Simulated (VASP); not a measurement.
A run of VASP 6.6.1 is set up as follows.

File POSCAR:

```
GaAs
1.0
    0.0000000000      2.8718964307      2.8000073757
    2.8718964307      0.0000000000      2.8000073757
    2.8718964307      2.8718964307      0.0000000000
Ga As
1 1
Direct
    0.0000000000      0.0000000000      0.0000000000
    0.2500000000      0.2500000000      0.2500000000
```

INCAR.step1

```
SYSTEM = GaAs
PREC     = Accurate       ! precision mode
ENCUT    = 520            ! plane-wave cutoff, eV
ISMEAR   = 0              ! smearing method
SIGMA    = 0.01           ! smearing width, eV
LREAL    = .FALSE.        ! projectors in reciprocal space
LASPH    = .TRUE.         ! aspherical terms in the spheres
NELM     = 100            ! most SCF steps
NBANDS   = 16             ! bands
GGA      = PE             ! functional
ALGO     = Normal         ! electronic algorithm
EDIFF    = 1E-4           ! SCF threshold, eV
LWAVE    = .TRUE.         ! write WAVECAR
LCHARG   = .FALSE.        ! write CHGCAR
```

INCAR.step2

```
SYSTEM = GaAs
PREC     = Accurate       ! precision mode
ENCUT    = 520            ! plane-wave cutoff, eV
EDIFF    = 1E-6           ! SCF threshold, eV
ISMEAR   = 0              ! smearing method
SIGMA    = 0.01           ! smearing width, eV
LREAL    = .FALSE.        ! projectors in reciprocal space
LASPH    = .TRUE.         ! aspherical terms in the spheres
NELM     = 100            ! most SCF steps
ALGO     = Normal         ! electronic algorithm
ISIF     = 2              ! what is computed and relaxed
LWAVE    = .FALSE.        ! write WAVECAR
LCHARG   = .FALSE.        ! write CHGCAR
METAGGA  = R2SCAN         ! meta-GGA
LMIXTAU  = .TRUE.       
NBANDS   = 16             ! bands
ISTART   = 1
```

File KPOINTS:

```
Automatic mesh
0
G
  8 8 8
  0 0 0
```

Potentials or basis: VASP PAW PBE potentials, release 64 (Ga_d, As).

The run is started by

```console
$ cat potpaw_PBE.64/Ga_d/POTCAR potpaw_PBE.64/As/POTCAR > POTCAR
$ cp INCAR.step1 INCAR
$ mpirun -np 1 vasp_std > vasp.out
$ cp INCAR.step2 INCAR
$ mpirun -np 1 vasp_std > vasp.out
```

Q: What does it give for the band gap on the k mesh?

A: 0.72 eV.

Q: What does it give for the pressure?

A: -1.0 GPa.

Stress tensor (GPa, compression positive):
```
-1.50  0.00  0.00
 0.00 -1.50  0.00
 0.00  0.00  0.11
```

Caveat: the cell differs from its parent crystal (epitaxial xy strain +1.4%); the PAW data sets were made with another functional, which shifts forces and pressure a little. A k mesh can miss the band edges.
